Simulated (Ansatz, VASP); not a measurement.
# WC: VASP beside Ansatz

```
W C
1.0
     0.00000    2.14792    2.14792
     2.14792    0.00000    2.14792
     2.14792    2.14792    0.00000
W C
1 1
Direct
  0.00000 0.00000 0.00000
  0.50000 0.50000 0.50000
```

Alike in both runs: task single point; functional PBE; k mesh 10 × 10 × 10; occupations fermi-dirac, width 0.05 eV; no spin polarisation.

```csv
,VASP,Ansatz
version,VASP 6.6.1,Ansatz 0.2.0
potentials or method,"VASP PAW PBE potentials, release 64 (W_sv, C)",Ansatz PAW
plane-wave cutoff (eV),520,420
valence electrons in the cell,18,18
```

Ansatz gave:

| Item | Value |
| --- | --- |
| gap on the k mesh at the Fermi level (eV) | none |
| pressure (GPa) | 23.9 |

Problem. What did VASP give for the same quantities?

Solution. gap on the k mesh at the Fermi level (eV): none; pressure (GPa): 25.1.

A gap of «none» marks a metal or a gap that the smearing closes.

Neither program's run includes spin-orbit coupling.
